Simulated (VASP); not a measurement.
A run of VASP 6.6.1 is set up as follows.

File INCAR:

```
SYSTEM = Ru
PREC     = Accurate       ! precision mode
ENCUT    = 520            ! plane-wave cutoff, eV
EDIFF    = 1E-7           ! SCF threshold, eV
ISMEAR   = 0              ! smearing method
SIGMA    = 0.15           ! smearing width, eV
LREAL    = .FALSE.        ! projectors in reciprocal space
LASPH    = .TRUE.         ! aspherical terms in the spheres
NELM     = 60             ! most SCF steps
ALGO     = Fast           ! electronic algorithm
ISIF     = 2              ! what is computed and relaxed
LWAVE    = .FALSE.        ! write WAVECAR
LCHARG   = .TRUE.         ! write CHGCAR
GGA      = PE             ! functional
LELF     = .TRUE.         ! ELF
LVHAR    = .TRUE.       
NBANDS   = 13             ! bands
```

Contents of KPOINTS:

```
Automatic mesh
0
G
  22 22 22
  0 0 0
```

POSCAR

```
Ru
1.0
    0.0000000000      1.8891015801      2.0407964370
    1.8891015801      0.0000000000      2.0407964370
    1.8891015801      1.8891015801      0.0000000000
Ru
1
Direct
    0.0000000000      0.0000000000      0.0000000000
```

Potentials or basis: VASP PAW PBE potentials, release 64 (Ru_pv).

The run is started by

```bash
$ cat potpaw_PBE.64/Ru_pv/POTCAR > POTCAR
$ mpirun -np 1 vasp_std > vasp.out
```

Q: What does it give for the band gap on the k mesh?

A: Zero (band 7 reaches 13.47 eV, above the bottom of band 8 at 10.17 eV).

Q: What does it give for the pressure?

A: -13.2 GPa.

Stress tensor (GPa, compression positive):
```
 -7.22   0.00   0.00
  0.00  -7.22   0.00
  0.00   0.00 -25.28
```
